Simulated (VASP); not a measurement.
# TiAl (Pmm2) in VASP: further runs, part 2 of 2

VASP 6.6.1. The steps go on from the part before.

**3. Relaxation of cell and atoms, PBE**

INCAR

```
SYSTEM = TiAl
  PREC = Accurate
  ENCUT = 600
  EDIFF = 1E-6
  ISMEAR = 0
  SIGMA = 0.1
  LREAL = .False.
  LASPH = .True.
  NELM = 80
  ALGO = Normal
  ISIF = 3
  LWAVE = .False.
  LCHARG = .False.
  GGA = PE
  IBRION = 2
  NSW = 90
  EDIFFG = -0.04
```

KPOINTS

```
Automatic mesh
0
Gamma
  6 6 4
  0 0 0
```

POSCAR

```
TiAl
1.0
    2.7764333400      0.0000000000      0.0000000000
    0.0000000000      2.8621045700      0.0000000000
    0.0000000000      0.0000000000      4.0417781200
Ti Al
1 1
Direct
    0.5000000000      0.5000000000      0.6008257400
    0.0000000000      0.0000000000      0.8991742600
```

Potentials or basis: VASP PAW PBE potentials, release 64 (Ti_sv, Al).

On the command line:

```sh
$ cat potpaw_PBE.64/Ti_sv/POTCAR potpaw_PBE.64/Al/POTCAR > POTCAR
$ mpirun -np 1 vasp_std > vasp.out
```

OUTCAR:

```text
SYSTEM = TiAl
   PREC = Accurate
   ENCUT = 600
   EDIFF = 1E-6
   ISMEAR = 0
   LREAL = .False.
   LASPH = .True.
   NELM = 80
   ISIF = 3
   GGA = PE
   IBRION = 2
   NSW = 90
   EDIFFG = -0.04

 ion  position               nearest neighbor table
   1  0.500  0.500  0.601-   2 2.33   2 2.33   2 2.33   2 2.33
   2  0.000  0.000  0.899-   1 2.33   1 2.33   1 2.33   1 2.33

  LATTYP: Found a simple orthorhombic cell.
 ALAT       =     2.7764333400
 B/A-ratio  =     1.0308565773
 C/A-ratio  =     1.4557447001

  Lattice vectors:

 A1 = (   2.7764333400,   0.0000000000,   0.0000000000)
 A2 = (   0.0000000000,   2.8621045700,   0.0000000000)
 A3 = (   0.0000000000,   0.0000000000,   4.0417781200)

Analysis of symmetry for initial positions (statically):
=====================================================================
 Subroutine PRICEL returns:
 Original cell was already a primitive cell.

 Routine SETGRP: Setting up the symmetry group for a
 simple orthorhombic supercell.

 Subroutine GETGRP returns: Found  4 space group operations
 (whereof  4 operations were pure point group operations)
 out of a pool of  8 trial point group operations.

The static configuration has the point symmetry C_2v.

Analysis of symmetry for dynamics (positions and initial velocities):
=====================================================================
 Subroutine PRICEL returns:
 Original cell was already a primitive cell.

 Routine SETGRP: Setting up the symmetry group for a
 simple orthorhombic supercell.

 Subroutine GETGRP returns: Found  4 space group operations
 (whereof  4 operations were pure point group operations)
 out of a pool of  8 trial point group operations.

The dynamic configuration has the point symmetry C_2v.

 Subroutine INISYM returns: Found  4 space group operations
 (whereof  4 operations are pure point group operations),
 and found     1 'primitive' translations

----------------------------------------------------------------------------------------

                                     Primitive cell
[... 139 lines left out ...]
  free energy    TOTEN  =       -10.02089254 eV

  energy without entropy =      -10.00878444  energy(sigma->0) =      -10.01483849

------------------------ aborting loop because EDIFF is reached ----------------------------------------

  FORCE on cell =-STRESS in cart. coord.  units (eV):
  Direction    XX          YY          ZZ          XY          YZ          ZX
  --------------------------------------------------------------------------------------
  -------------------------------------------------------------------------------------
  Total        7.7246521      6.9918169      4.0542549      0.0000000      0.0000000      0.0000000
  in kB      385.3401769    348.7830856    202.2443565      0.0000000      0.0000000      0.0000000
  external PRESSURE =     312.1225397 kB  Pullay stress =       0.0000000 kB
[... 23 lines left out ...]
--------------------------------------- Ionic step        2  -------------------------------------------

 number of electron      15.0000003 magnetization

 E-fermi :   4.7531     XC(G=0):  -9.3879

 val. band max:        4.7494313001   @ k =   0.5000   0.1667   0.2500
 cond. band min:       4.7633155333   @ k =   0.1667   0.3333   0.5000
 fundamental gap:      0.0138842332
 Fermi energy:         4.7530920877

 k-point     1 :       0.0000    0.0000    0.0000
  band No.  band energies     occupation
      1     -52.7572      2.00000
      2     -29.1021      2.00000
      3     -28.8894      2.00000
      4     -28.8572      2.00000
      5      -2.5400      2.00000
      6       3.5897      2.00000
      7       4.2192      2.00000
      8       4.9375      0.00910
      9       5.7794      0.00000
     10       5.8579      0.00000
     11       8.6566      0.00000
[... 387 lines left out ...]
  FREE ENERGIE OF THE ION-ELECTRON SYSTEM (eV)
  ---------------------------------------------------
  free  energy   TOTEN  =       -11.5694219926 eV

  energy  without entropy=      -11.5568394507  energy(sigma->0) =      -11.56313072

[... ionic steps 4 to 10 ...]

--------------------------------------- Ionic step       11  -------------------------------------------

 number of electron      14.9999998 magnetization

------------------------ aborting loop because EDIFF is reached ----------------------------------------
[... 67 lines left out ...]
--------------------------------------- Ionic step       13  -------------------------------------------

 number of electron      14.9999999 magnetization

 Free energy of the ion-electron system (eV)
  ---------------------------------------------------
  ext. energy  EPLUGINS =         0.00000000
  ---------------------------------------------------
  free energy    TOTEN  =       -12.39752842 eV

  energy without entropy =      -12.39022838  energy(sigma->0) =      -12.39387840

 E-fermi :   8.3263     XC(G=0): -11.0264

 val. band max:        8.2910617309   @ k =   0.0000   0.1667   0.2500
 cond. band min:       8.3912967658   @ k =   0.1667   0.1667   0.2500
 fundamental gap:      0.1002350349
 Fermi energy:         8.3262783946

 k-point     1 :       0.0000    0.0000    0.0000
  band No.  band energies     occupation
      1     -48.4139      2.00000
      2     -24.8132      2.00000
      3     -24.3665      2.00000
      4     -24.3656      2.00000
      5      -0.7181      2.00000
      6       6.4098      2.00000
      7       7.4126      2.00000
      8       7.9641      2.00000
      9      10.3752      0.00000
     10      10.3776      0.00000
     11      11.5089      0.00000
[... 351 lines left out ...]
  FREE ENERGIE OF THE ION-ELECTRON SYSTEM (eV)
  ---------------------------------------------------
  free  energy   TOTEN  =       -12.3975284181 eV

  energy  without entropy=      -12.3902283825  energy(sigma->0) =      -12.39387840

 reached required accuracy - stopping structural energy minimisation
```

CONTCAR:

```text
TiAl
   1.00000000000000
     2.8301068868211092    0.0000000000000000    0.0000000000000000
     0.0000000000000000    2.8292741101709962    0.0000000000000000
     0.0000000000000000    0.0000000000000000    4.0636268801585853
  Ti              Al
     1     1
Direct
     0.5000000000000000    0.5000000000000000    0.5003314635460819
     0.0000000000000000    0.0000000000000000    0.9996685364539181

  0.00000000E+00  0.00000000E+00  0.00000000E+00
  0.00000000E+00  0.00000000E+00  0.00000000E+00
```

Run time: 2.5 min. Hardware: 1 thread of Intel Xeon 8259CL, shared host; peak memory 0.17 GiB.

Results:

```
Free energy                           : -12.3975 eV
Relaxed volume                        : 16.27 Å³/atom
Relaxed cell                          : a = 2.830 Å, b = 2.829 Å, c = 4.064 Å, α = 90.00°, β = 90.00°, γ = 90.00°
Space group after relaxing (to 0.1 Å) : P4/mmm (No. 123)
Energy gained by relaxing             : 1188.3 meV/atom
Ionic steps                           : 13
Pressure after relaxing               : -0.1 GPa
Largest force after relaxing          : 0.016 eV/Å
Band gap on the k mesh                : zero (an odd number of electrons rules out a gap without spin polarisation)
```

Forces on the atoms (eV/Å):
```
Ti   0.000  0.000 -0.016
Al   0.000  0.000  0.016
```

The path:
| step | energy change (eV) | largest force (eV/Å) | pressure (GPa) | volume (Å³) |
| --- | --- | --- | --- | --- |
| 1 | 0.0000 | 6.1771 | 31.21 | 32.12 |
| 2 | -0.8803 | 0.1718 | -19.03 | 48.88 |
| 3 | -1.5485 | 1.4700 | -10.23 | 40.47 |
| 4 | -1.5522 | 1.5981 | -9.26 | 40.04 |
| 5 | -1.5520 | 1.6855 | -8.58 | 39.77 |
| 6 | -2.0428 | 1.4330 | -5.79 | 35.87 |
| 7 | -2.3032 | 0.0092 | 10.24 | 30.10 |
| 8 | -2.3343 | 0.6926 | 2.92 | 31.85 |
| 9 | -2.3400 | 0.5137 | 4.76 | 31.33 |
| 10 | -2.3708 | 0.2368 | -0.88 | 32.78 |
| 11 | -2.3759 | 0.0543 | 0.43 | 32.36 |
| 12 | -2.3759 | 0.0447 | 0.54 | 32.34 |
| 13 | -2.3766 | 0.0156 | -0.15 | 32.54 |

Final structure:
```
Ti Al
1.0
     2.83011    0.00000    0.00000
     0.00000    2.82927    0.00000
     0.00000    0.00000    4.06363
Ti Al
1 1
Cartesian
  1.4151 1.4146 2.0332
  0.0000 0.0000 4.0623
```

Levels at points of the mesh, in eV from the Fermi level:
```
           k point  band 4  band 5  band 6  band 7  band 8  band 9  band 10  band 11
(0.00, 0.00, 0.00)  -32.69   -9.04   -1.92   -0.91   -0.36    2.05     2.05     3.18
(0.50, 0.00, 0.00)  -32.65   -4.60   -4.55   -1.74   -0.33    1.64     2.40     4.20
(0.00, 0.50, 0.00)  -32.65   -4.59   -4.55   -1.74   -0.33    1.64     2.40     4.21
(0.50, 0.50, 0.00)  -33.03   -3.24   -0.50   -0.50   -0.45   -0.27    -0.27     4.07
(0.00, 0.00, 0.50)  -32.69   -7.56   -5.31   -0.75    0.58    1.70     1.70     3.20
(0.50, 0.00, 0.50)  -32.65   -4.94   -2.94   -1.26   -1.21    1.30     1.69     2.18
(0.00, 0.50, 0.50)  -32.65   -4.94   -2.94   -1.26   -1.20    1.30     1.69     2.18
(0.50, 0.50, 0.50)  -33.04   -2.56   -2.30   -2.30    1.71    2.03     2.70     4.10
```

Caveat: the k points lie up to 0.39 Å⁻¹ apart in the final cell, too coarse for converged energies and pressures of a metal.

The gap in the log of VASP goes by the Fermi energy; the results here count the filled bands.